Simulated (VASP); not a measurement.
# B2F3 (R-3m) in VASP: notebook

Runs on B2F3. Level: PBE. Tasks: single point, relaxation of cell and atoms.

Everything below comes from runs of VASP 6.6.1. Logs are shortened: lines on timing, memory, paths and dates and some standing lists are left out, and cuts for length are marked.

## (1) The cell of the first run

It takes space group R-3m (No. 166, trigonal). The conventional cell has a = 3.009 Å, b = 3.009 Å, c = 23.120 Å, α = 90.00°, β = 90.00°, γ = 120.00°. Within 2.6 Å of B (site symmetry 3m) lie 6 F at 1.93 to 2.26 Å. F (site symmetry -3m) has 6 B at 2.26 Å and 12 F at 2.87 to 3.01 Å within 3.1 Å. Within 2.6 Å of F (site symmetry 3m) lie 3 B at 1.93 Å.

## (2) Single point, PBE

The input, INCAR:

```
SYSTEM = B2F3
PREC     = Accurate       ! precision mode
ENCUT    = 520            ! plane-wave cutoff, eV
EDIFF    = 1E-7           ! SCF threshold, eV
ISMEAR   = 0              ! smearing method
SIGMA    = 0.1            ! smearing width, eV
LREAL    = .FALSE.        ! projectors in reciprocal space
LASPH    = .TRUE.         ! aspherical terms in the spheres
NELM     = 100            ! most SCF steps
ALGO     = Normal         ! electronic algorithm
ISIF     = 2              ! what is computed and relaxed
LWAVE    = .FALSE.        ! write WAVECAR
LCHARG   = .TRUE.         ! write CHGCAR
GGA      = PE             ! functional
LELF     = .TRUE.         ! ELF
LVHAR    = .TRUE.       
NBANDS   = 22             ! bands
```

The input, KPOINTS:

```
Automatic mesh
0
G
  6 6 6
  0 0 0
```

The input, POSCAR:

```
B2F3
1.0
    1.5043053273      0.8685110856      7.7065571236
   -1.5043053273      0.8685110856      7.7065571236
    0.0000000000     -1.7370221713      7.7065571236
B F
2 3
Direct
    0.3956117621      0.3956117621      0.3956117621
    0.6043882379      0.6043882379      0.6043882379
    0.0000000000      0.0000000000      0.0000000000
    0.2343524016      0.2343524016      0.2343524016
    0.7656475984      0.7656475984      0.7656475984
```

Potentials or basis: VASP PAW PBE potentials, release 64 (B, F).

Launch:

```
> cat potpaw_PBE.64/B/POTCAR potpaw_PBE.64/F/POTCAR > POTCAR
> mpirun -np 1 vasp_std > vasp.out
```

OUTCAR:

```text
SYSTEM = B2F3
   PREC = Accurate
   ENCUT = 520
   EDIFF = 1E-7
   ISMEAR = 0
   LREAL = .FALSE.
   LASPH = .TRUE.
   NELM = 100
   ISIF = 2
   GGA = PE

 ion  position               nearest neighbor table
   1  0.396  0.396  0.396-   5 1.93   5 1.93   5 1.93
   2  0.604  0.604  0.604-   4 1.93   4 1.93   4 1.93
   3  0.000  0.000  0.000-
   4  0.234  0.234  0.234-   2 1.93   2 1.93   2 1.93
   5  0.766  0.766  0.766-   1 1.93   1 1.93   1 1.93

  LATTYP: Found a trigonal (rhomboedric) cell.
 ALAT       =     7.8998904247
 COS(alpha) =     0.9274796573

  Lattice vectors:

 A1 = (   1.5043053273,   0.8685110856,   7.7065571236)
 A2 = (  -1.5043053273,   0.8685110856,   7.7065571236)
 A3 = (   0.0000000000,  -1.7370221713,   7.7065571236)

Analysis of symmetry for initial positions (statically):
=====================================================================
 Subroutine PRICEL returns:
 Original cell was already a primitive cell.

 Routine SETGRP: Setting up the symmetry group for a
 trigonal (rhombohedral) supercell.

 Subroutine GETGRP returns: Found 12 space group operations
 (whereof 12 operations were pure point group operations)
 out of a pool of 12 trial point group operations.

The static configuration has the point symmetry D_3d.

Analysis of symmetry for dynamics (positions and initial velocities):
=====================================================================
 Subroutine PRICEL returns:
 Original cell was already a primitive cell.

 Routine SETGRP: Setting up the symmetry group for a
 trigonal (rhombohedral) supercell.

 Subroutine GETGRP returns: Found 12 space group operations
 (whereof 12 operations were pure point group operations)
 out of a pool of 12 trial point group operations.

The dynamic configuration has the point symmetry D_3d.

 Subroutine INISYM returns: Found 12 space group operations
 (whereof 12 operations are pure point group operations),
 and found     1 'primitive' translations

----------------------------------------------------------------------------------------

                                     Primitive cell

  volume of cell :      60.4120

  direct lattice vectors                    reciprocal lattice vectors
     1.504305327  0.868511086  7.706557124     0.332379332  0.191899297  0.043253210
    -1.504305327  0.868511086  7.706557124    -0.332379332  0.191899297  0.043253210
     0.000000000 -1.737022171  7.706557124     0.000000000 -0.383798594  0.043253210

  length of vectors
     7.899890425  7.899890425  7.899890425     0.386228172  0.386228172  0.386228172

  position of ions in fractional coordinates (direct lattice)
     0.395611762  0.395611762  0.395611762
     0.604388238  0.604388238  0.604388238
     0.000000000  0.000000000  0.000000000
     0.234352402  0.234352402  0.234352402
     0.765647598  0.765647598  0.765647598

  ion indices of the primitive-cell ions
   primitive index   ion index
                 1           1
                 2           2
                 3           3
                 4           4
                 5           5

----------------------------------------------------------------------------------------

 KPOINTS: Automatic mesh

Automatic generation of k-mesh.
 Grid dimensions read from file:
 generate k-points for:    6    6    6

 Generating k-lattice:

  Cartesian coordinates                     Fractional coordinates (reciprocal lattice)
     0.055396555  0.031983216  0.007208868     0.166666667  0.000000000 -0.000000000
    -0.055396555  0.031983216  0.007208868     0.000000000  0.166666667 -0.000000000
     0.000000000 -0.063966432  0.007208868    -0.000000000 -0.000000000  0.166666667

  Length of vectors
     0.064371362  0.064371362  0.064371362

  Shift w.r.t. Gamma in fractional coordinates (k-lattice)
     0.000000000  0.000000000  0.000000000

 Subroutine IBZKPT returns following result:
 ===========================================

 Found     32 irreducible k-points:

 Following reciprocal coordinates:
            Coordinates               Weight
  0.000000  0.000000  0.000000      1.000000
  0.166667 -0.000000  0.000000      6.000000
  0.333333 -0.000000  0.000000      6.000000
  0.500000 -0.000000  0.000000      3.000000
  0.166667  0.166667  0.000000      6.000000
  0.333333  0.166667 -0.000000     12.000000
[... 16 lines left out ...]
  0.500000  0.500000  0.166667      6.000000
 -0.333333  0.500000  0.166667     12.000000
 [... further k-points ...]
   k-points           NKPTS =     32   k-points in BZ     NKDIM =     32   number of bands    NBANDS=     22
   number of dos      NEDOS =    301   number of ions     NIONS =      5
   total plane-waves  NPLWV = 216000
   dimension x,y,z NGX =    60 NGY =   60 NGZ =   60
   dimension x,y,z NGXF=   120 NGYF=  120 NGZF=  120
   ions per type =               2   3
   NGX,Y,Z   is equivalent  to a cutoff of  12.63, 12.63, 12.63 a.u.
   NGXF,Y,Z  is equivalent  to a cutoff of  25.25, 25.25, 25.25 a.u.
 SYSTEM =  B2F3
   PREC   = accura    normal or accurate (medium, high low for compatibility)
   ISTART =      0    job   : 0-new  1-cont  2-samecut
   ICHARG =      2    charge: 1-file 2-atom 10-const
   ISPIN  =      1    spin polarized calculation?
   LNONCOLLINEAR =      F non collinear calculations
   LSORBIT =      F    spin-orbit coupling
   LASPH  =      T    aspherical Exc in radial PAW
   ENCUT  =  520.0 eV  38.22 Ry    6.18 a.u.  14.69 14.69 14.69*2*pi/ulx,y,z
   NELM   =    100;   NELMIN=  2; NELMDL= -5     # of ELM steps
   EDIFF  = 0.1E-06   stopping-criterion for ELM
   LREAL  =      F    real-space projection
   EDIFFG = 0.1E-05   stopping-criterion for IOM
   NSW    =      0    number of steps for IOM
   IBRION =     -1    ionic relax: 0-MD 1-quasi-New 2-CG
   NFREE  =      0    steps in history (QN), initial steepest desc. (CG)
   ISIF   =      2    stress and relaxation
   ISYM   =      2    0-nonsym 1-usesym 2-fastsym
   POTIM  = 0.5000    time-step for ionic-motion
   TEBEG  =    0.0;   TEEND  =   0.0 temperature during run
   PSTRESS=    0.0 pullay stress
   NELECT =      27.0000    total number of electrons
   NUPDOWN=      -1.0000    fix difference up-down
   EMIN   =  10.00;   EMAX   =-10.00  energy-range for DOS
   EFERMI =   0.00;   METHOD = LEGACY
   ISMEAR =     0;   SIGMA  =   0.10  broadening in eV -4-tet -1-fermi 0-gaus
   EFERMI_NEDOS =   21; number of points for ismear=-14 and -15
   IALGO  =     38    algorithm
   IMIX   =      4    mixing-type and parameters
     AMIX     =   0.40;   BMIX     =  1.00
     AMIX_MAG =   1.60;   BMIX_MAG =  1.00
  volume/ion in A,a.u.               =      12.08        81.54
  Fermi-wavevector in a.u.,A,eV,Ry     =   1.251666  2.365306 21.315805  1.566667
  Thomas-Fermi vector in A             =   2.385603
   LORBIT       =      0    0 simple, 1 ext, 2 COOP (PROOUT), +10 PAW based schemes
   GGA     = PE    functional components
   LHFCALC =     F    Hartree Fock is set to
   AEXX    =    0.0000 exact exchange contribution
   IVDW    =     0    specifies the selected vdW correction
   LEPSILON=     F    determine dielectric tensor
   LRPA    =     F    only Hartree local field effects (RPA)
 non-spin polarized calculation
 Gauss-broadening in eV      SIGMA  =   0.10
  energy-cutoff  :      520.00
  volume of cell :       60.41
 maximum number of plane-waves:      1651
   NGX = 29   NGY = 29   NGZ = 29

 number of electron      26.9999998 magnetization

 Free energy of the ion-electron system (eV)
  ---------------------------------------------------
  ext. energy  EPLUGINS =         0.00000000
  ---------------------------------------------------
  free energy    TOTEN  =       -17.97311807 eV

  energy without entropy =      -17.96806339  energy(sigma->0) =      -17.97059073

 E-fermi :   1.6765     XC(G=0):  -9.1409

 val. band max:        1.3713110615   @ k =   0.5000   0.5000   0.1667
 cond. band min:       1.7194176366   @ k =  -0.1667   0.5000   0.1667
 fundamental gap:      0.3481065751
 Fermi energy:         1.6764729517

 k-point     1 :       0.0000    0.0000    0.0000
  band No.  band energies     occupation
      1     -23.6734      2.00000
      2     -23.5871      2.00000
      3     -22.3482      2.00000
      4      -6.9864      2.00000
      5      -5.9317      2.00000
      6      -4.4514      2.00000
[... 14 lines left out ...]
     21       8.7890      0.00000
     22      16.0090      0.00000

 k-point     2 :       0.1667   -0.0000    0.0000
  band No.  band energies     occupation
      1     -23.5722      2.00000
      2     -23.5011      2.00000
      3     -22.2815      2.00000
      4      -6.9419      2.00000
      5      -6.1817      2.00000
      6      -5.1296      2.00000
[... 14 lines left out ...]
     21       9.1703      0.00000
     22      15.0868      0.00000

 k-point     3 :       0.3333   -0.0000    0.0000
  band No.  band energies     occupation
      1     -23.3593      2.00000
      2     -23.3233      2.00000
      3     -22.1463      2.00000
      4      -7.3690      2.00000
      5      -6.9936      2.00000
      6      -5.8073      2.00000
[... 14 lines left out ...]
     21      10.1876      0.00000
     22      13.1168      0.00000

 k-point     4 :       0.5000   -0.0000    0.0000
  band No.  band energies     occupation
      1     -23.2452      2.00000
      2     -23.2326      2.00000
      3     -22.0782      2.00000
      4      -7.7764      2.00000
      5      -7.4015      2.00000
      6      -6.0604      2.00000
[... 14 lines left out ...]
     21      11.7210      0.00000
     22      11.9365      0.00000

 k-point     5 :       0.1667    0.1667    0.0000
  band No.  band energies     occupation
      1     -23.5708      2.00000
      2     -23.5027      2.00000
      3     -22.2814      2.00000
      4      -6.9414      2.00000
      5      -6.1885      2.00000
      6      -5.1726      2.00000
[... 417 lines left out ...]
 k-point    22 :      -0.1667    0.3333    0.1667
  band No.  band energies     occupation
      1     -23.2471      2.00000
      2     -23.2329      2.00000
      3     -22.0781      2.00000
      4      -7.4828      2.00000
      5      -7.2516      2.00000
      6      -5.9852      2.00000
[... 14 lines left out ...]
     21      11.3283      0.00000
     22      13.1464      0.00000

 k-point    23 :       0.5000    0.5000    0.1667
  band No.  band energies     occupation
      1     -23.3481      2.00000
      2     -23.3349      2.00000
      3     -22.1460      2.00000
      4      -7.3486      2.00000
      5      -7.0190      2.00000
      6      -5.8130      2.00000
[... 14 lines left out ...]
     21      10.2196      0.00000
     22      13.1517      0.00000

 k-point    24 :      -0.3333    0.5000    0.1667
  band No.  band energies     occupation
      1     -23.2404      2.00000
      2     -23.2396      2.00000
      3     -22.0780      2.00000
      4      -7.4778      2.00000
      5      -7.2603      2.00000
      6      -5.9510      2.00000
[... 14 lines left out ...]
     21      11.2633      0.00000
     22      13.1546      0.00000

 [... further k-points ...]
[... 5 lines left out ...]
  --------------------------------------------------------------------------------------
  -------------------------------------------------------------------------------------
  Total       -0.1151288     -0.1151288     -0.0206664      0.0000000      0.0000000     -0.0000000
  in kB       -3.0533144     -3.0533144     -0.5480912      0.0000000      0.0000000     -0.0000000
  external PRESSURE =      -2.2182400 kB  Pullay stress =       0.0000000 kB

 VOLUME and BASIS-vectors are now :
 -----------------------------------------------------------------------------
  energy-cutoff  :      520.00
  volume of cell :       60.41
      direct lattice vectors                 reciprocal lattice vectors
     1.504305327  0.868511086  7.706557124     0.332379332  0.191899297  0.043253210
    -1.504305327  0.868511086  7.706557124    -0.332379332  0.191899297  0.043253210
     0.000000000 -1.737022171  7.706557124     0.000000000 -0.383798594  0.043253210

 POSITION                                       TOTAL-FORCE (eV/Angst)
 -----------------------------------------------------------------------------------
      0.00000     -0.00000      9.14641         0.000000     -0.000000      0.002176
      0.00000     -0.00000     13.97326         0.000000      0.000000     -0.002176
      0.00000      0.00000      0.00000         0.000000     -0.000000      0.000000
      0.00000     -0.00000      5.41815         0.000000     -0.000000      0.001904
      0.00000     -0.00000     17.70152         0.000000      0.000000     -0.001904
 -----------------------------------------------------------------------------------
    total drift:                                0.000000     -0.000000      0.000000

  FREE ENERGIE OF THE ION-ELECTRON SYSTEM (eV)
  ---------------------------------------------------
  free  energy   TOTEN  =       -17.9731180664 eV

  energy  without entropy=      -17.9680633852  energy(sigma->0) =      -17.97059073
```

It took 6.2 min on 1 thread of Intel Xeon 8259CL, shared host; peak memory 0.44 GiB.

Results:

```yaml
Free_energy: -17.9731 eV
Pressure: -0.2 GPa
Band_gap_on_the_k_mesh: zero (an odd number of electrons rules out a gap without spin polarisation)
```

Forces in eV/Å, atoms in the order of the input:
```
B    0.000  0.000  0.002
B    0.000  0.000 -0.002
F    0.000  0.000  0.000
F    0.000  0.000  0.002
F    0.000  0.000 -0.002
```

Caveat: the k points lie up to 0.40 Å⁻¹ apart, too coarse for converged energies and pressures of a metal; an odd number of electrons without spin polarisation forces a metal; a magnetic or distorted state may lie lower.

## (3) Relaxation of cell and atoms, PBE

This run uses another cell than the first one, of 9.08 Å³/atom.

The input, INCAR:

```
SYSTEM = B2F3
ALGO = Normal ; EDIFF = 1E-6
EDIFFG = -0.04 ; ENCUT = 600
GGA = PE ; IBRION = 2
ISIF = 3 ; ISMEAR = 0
LASPH = .TRUE. ; LCHARG = .FALSE.
LREAL = .FALSE. ; LWAVE = .FALSE.
NELM = 100 ; NSW = 90
PREC = Accurate ; SIGMA = 0.1
```

The input, KPOINTS:

```
k-points
0
G
  6 6 6
  0 0 0
```

The input, POSCAR:

```
B2F3
1.0
    1.4142054319      0.8164918868      6.5555595406
   -1.4142054319      0.8164918868      6.5555595406
    0.0000000000     -1.6329837736      6.5555595406
B F
2 3
Direct
    0.4000000000      0.4000000000      0.4000000000
    0.6000000000      0.6000000000      0.6000000000
    0.0000000000      0.0000000000      0.0000000000
    0.2095000000      0.2095000000      0.2095000000
    0.7905000000      0.7905000000      0.7905000000
```

Potentials or basis: VASP PAW PBE potentials, release 64 (B, F).

Launch:

```
> cat potpaw_PBE.64/B/POTCAR potpaw_PBE.64/F/POTCAR > POTCAR
> mpirun -np 1 vasp_std > vasp.out
```

Wall time 37 min (1 thread of Intel Xeon 8259CL, shared host); peak memory 0.41 GiB.

Results (log left out):

| Item | Value |
| --- | --- |
| Free energy | -17.9347 eV |
| Relaxed volume | 11.64 Å³/atom |
| Relaxed cell | a = 7.619 Å, b = 7.619 Å, c = 7.619 Å, α = 22.78°, β = 22.78°, γ = 22.78° |
| Space group after relaxing (to 0.1 Å) | R-3m (No. 166) |
| Energy gained by relaxing | 183.2 meV/atom |
| Ionic steps | 15 |
| Pressure after relaxing | -0.1 GPa |
| Band gap on the k mesh | zero (an odd number of electrons rules out a gap without spin polarisation) |

Step by step:
| step | energy change (eV) | largest force (eV/Å) | pressure (GPa) | volume (Å³) |
| --- | --- | --- | --- | --- |
| 1 | 0.0000 | 2.1456 | 11.16 | 45.42 |
| 2 | -0.6899 | 0.6793 | 3.94 | 49.70 |
| 3 | -0.7520 | 0.5149 | 2.43 | 51.67 |
| 4 | -0.7521 | 0.5528 | 2.31 | 51.80 |
| 5 | -0.7922 | 0.3728 | -0.12 | 53.27 |
| 6 | -0.8041 | 0.5111 | -1.97 | 54.56 |
| 7 | -0.8371 | 0.3975 | -1.31 | 54.58 |
| 8 | -0.8893 | 0.0916 | 1.03 | 54.65 |
| 9 | -0.8920 | 0.0215 | 1.73 | 54.67 |
| 10 | -0.9048 | 0.0596 | 0.33 | 56.21 |
| 11 | -0.9073 | 0.0956 | -0.55 | 57.29 |
| 12 | -0.9127 | 0.0475 | -0.08 | 57.70 |
| 13 | -0.9129 | 0.0826 | 0.00 | 57.82 |
| 14 | -0.9148 | 0.0525 | -0.02 | 57.96 |
| 15 | -0.9159 | 0.0016 | -0.10 | 58.19 |

Final structure:
```yaml
crystal:
  lattice:
    - [1.50468, 0.86873, 7.41875]
    - [-1.50468, 0.86873, 7.41875]
    - [0.00000, -1.73746, 7.41875]
  atoms:
    - { symbol: B, position: [0.39771, 0.39771, 0.39771] }
    - { symbol: B, position: [0.60229, 0.60229, 0.60229] }
    - { symbol: F, position: [0.00000, 0.00000, 0.00000] }
    - { symbol: F, position: [0.23101, 0.23101, 0.23101] }
    - { symbol: F, position: [0.76899, 0.76899, 0.76899] }
```

Levels at points of the mesh, in eV from the Fermi level:
| k point | band 10 | band 11 | band 12 | band 13 | band 14 | band 15 | band 16 | band 17 |
| --- | --- | --- | --- | --- | --- | --- | --- | --- |
| (0.00, 0.00, 0.00) | -5.04 | -4.72 | -4.72 | -3.16 | -1.10 | 0.78 | 3.31 | 4.14 |
| (0.50, 0.00, 0.00) | -6.03 | -5.22 | -4.99 | -1.15 | 0.43 | 1.56 | 3.07 | 4.07 |
| (0.50, 0.50, 0.00) | -6.13 | -5.23 | -5.00 | -1.09 | 0.36 | 1.53 | 3.15 | 4.00 |
| (0.50, 0.50, 0.50) | -5.40 | -4.72 | -4.72 | -2.64 | -1.53 | 0.98 | 3.16 | 4.15 |

Caveat: the k points lie up to 0.40 Å⁻¹ apart in the final cell, too coarse for converged energies and pressures of a metal; the volume moved by over 15 % at a fixed basis, so the end points are rough; an odd number of electrons without spin polarisation forces a metal; a magnetic or distorted state may lie lower.
